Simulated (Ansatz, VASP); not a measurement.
## Two plane-wave programs on NaBe

```
Na Be
1.0
     0.00000    3.24816    3.24816
     3.24816    0.00000    3.24816
     3.24816    3.24816    0.00000
Na Be
2 2
Cartesian
  0.0000 0.0000 0.0000
  1.6241 1.6241 1.6241
  3.2482 3.2482 3.2482
  4.8722 4.8722 4.8722
```

Alike in both runs: functional PBE; k mesh 12 × 12 × 12; occupations gaussian, width 0.1 eV; no spin polarisation.

Ansatz relaxed the structure, and its values are those at the end. VASP's run is a single point on that final structure, the one shown.

```csv
,VASP,Ansatz
version,VASP 6.6.1,Ansatz 0.2.0
potentials or method,"VASP PAW PBE potentials, release 64 (Na_pv, Be), cutoff 520 eV","scalar-relativistic, plane waves, PAW"
valence electrons in the cell,18,22
```

|  | VASP | Ansatz | Ansatz less VASP |
| --- | --- | --- | --- |
| gap on the k mesh at the Fermi level (eV) | none | none | - |
| pressure (GPa) | 0.0 | 0.0 | -0.04 |

A gap of «none» marks a metal or a gap that the smearing closes. VASP's potentials hold 18 valence electrons a cell and Ansatz's 22, so a difference there can come from the potentials and not from the codes.
